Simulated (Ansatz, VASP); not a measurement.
**Two plane-wave programs on CaSe**

```
CELL_PARAMETERS angstrom
3.63478 0.00000 0.00000
0.00000 3.63478 0.00000
0.00000 0.00000 3.63478
ATOMIC_POSITIONS crystal
Ca 0.00000 0.00000 0.00000
Se 0.50000 0.50000 0.50000
```

Alike in both runs: task single point; functional PBE; k mesh 6 × 6 × 6; no spin polarisation.

|  | VASP | Ansatz |
| --- | --- | --- |
| version | VASP 6.6.1 | Ansatz 0.2.0 |
| potentials or method | VASP PAW PBE potentials, release 64 (Ca_sv, Se) | plane waves, PAW |
| plane-wave cutoff (eV) | 520 | 420 |
| occupations | gaussian, width 0.01 eV | fixed |
| valence electrons in the cell | 16 | 26 |

```csv
,VASP,Ansatz,Ansatz less VASP
gap on the k mesh at the Fermi level (eV),0.76,0.77,+0.008
```

VASP's potentials hold 16 valence electrons a cell and Ansatz's 26, so a difference there can come from the potentials and not from the codes.
